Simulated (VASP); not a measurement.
Set up this calculation in VASP 6.6.1, as the native input.

```
Task                   : single point
Functional             : PBE
Potentials or basis    : VASP PAW PBE potentials, release 64 (Ti_sv, O)
Cutoff                 : 520 eV
k mesh                 : 8 × 8 × 8
Occupations            : gaussian, width 0.01 eV
Spin                   : no spin polarisation
Dipole correction      : no
Further INCAR settings : ALGO = Normal; EDIFF = 1e-07; NBANDS = 33
```

The structure of TiO2 lies in POSCAR:

```
TiO2
1.0
   -1.8993469322      1.8993469322      4.8509865643
    1.8993469322     -1.8993469322      4.8509865643
    1.8993469322      1.8993469322     -4.8509865643
Ti O
2 4
Direct
    0.7500000000      0.2500000000      0.5000000000
    0.0000000000      0.0000000000      0.0000000000
    0.5435651708      0.0435651708      0.5000000000
    0.7935651708      0.7935651708      0.0000000000
    0.2064348292      0.2064348292      0.0000000000
    0.9564348292      0.4564348292      0.5000000000
```

The input as run:

INCAR

```
SYSTEM = TiO2
PREC = Accurate
ENCUT = 520
EDIFF = 1E-7
ISMEAR = 0
SIGMA = 0.01
LREAL = .False.
LASPH = .True.
NELM = 60
ALGO = Normal
ISIF = 2
LWAVE = .False.
LCHARG = .False.
GGA = PE
NBANDS = 33
```

KPOINTS

```
Automatic mesh
0
Gamma
  8 8 8
  0 0 0
```

Potentials or basis: VASP PAW PBE potentials, release 64 (Ti_sv, O).

Launch:

```console
$ cat potpaw_PBE.64/Ti_sv/POTCAR potpaw_PBE.64/O/POTCAR > POTCAR
$ mpirun -np 1 vasp_std > vasp.out
```

It gave:

| Property | Result |
| --- | --- |
| Pressure | 0.7 GPa |
| Largest force | 0.019 eV/Å |
| Band gap on the k mesh | 2.14 eV (least direct gap 2.41 eV) |

It took 2.3 min on 1 thread of Intel(R) Xeon(R) 6975P-C (Granite Rapids), on a shared host, peak memory 0.31 GiB.
